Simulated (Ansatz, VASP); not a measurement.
# Two plane-wave programs on MgO

The input INCAR:

```
PREC = Accurate ; ENCUT = 520
EDIFF = 1E-6 ; ISMEAR = 0
SIGMA = 0.05 ; LREAL = F
LASPH = T ; NELM = 100
ALGO = Normal ; ISIF = 2
LWAVE = F ; LCHARG = F
GGA = PS ; NBANDS = 11
```

Contents of KPOINTS:

```
Automatic mesh
0
Gamma
  10 10 10
```

POSCAR

```
MgO
1.0
    0.0000000000      2.1071057202      2.0122859628
    2.1071057202      0.0000000000      2.0122859628
    2.1071057202      2.1071057202      0.0000000000
Mg O
1 1
Direct
    0.0000000000      0.0000000000      0.0000000000
    0.5000000000      0.5000000000      0.5000000000
```

Input for Ansatz:

```yaml
crystal:
  lattice:
    - [0.0, 2.1071057202, 2.0122859628]
    - [2.1071057202, 0.0, 2.0122859628]
    - [2.1071057202, 2.1071057202, 0.0]
  atoms:
    - { symbol: Mg, position: [0.0, 0.0, 0.0] }
    - { symbol: O, position: [0.5, 0.5, 0.5] }
basis:
  ecutwfc: 420
kpoints:
  mp_grid: { grid: [10, 10, 10] }
hamiltonian:
  xc: pbesol
scf:
  occupations: { method: gaussian, width: 0.05 }
output:
  forces: true
  stress: true
  eigenvalues: true
  write_density: true
  write_potential: true
  elf: true
  volumetric_format: npy
```

Change from the starting cell: strain -0.0450 x Voigt [0, 0, 1, 0, 0, 0], atoms carried along.

Alike in both runs: task single point; functional PBEsol; k mesh 10 × 10 × 10; occupations gaussian, width 0.05 eV; no spin polarisation.

|  | VASP | Ansatz |
| --- | --- | --- |
| version | VASP 6.6.1 | Ansatz 0.2.0 |
| potentials or method | VASP PAW PBE potentials, release 64 (Mg, O), cutoff 520 eV | scalar-relativistic, plane waves, PAW |
| valence electrons in the cell | 8 | 16 |

|  | VASP | Ansatz | Ansatz less VASP |
| --- | --- | --- | --- |
| gap on the k mesh at the Fermi level (eV) | 5.03 | 5.02 | -0.002 |
| least direct gap on the mesh (eV) | 5.03 | 5.02 | -0.002 |
| pressure (GPa) | 8.4 | 8.8 | +0.41 |
| traceless stress, the component that is largest in VASP (GPa) | 8.80 | 8.72 | -0.081 |

VASP's potentials were made for PBE, not for PBEsol. VASP's potentials hold 8 valence electrons a cell and Ansatz's 16, so a difference there can come from the potentials and not from the codes.
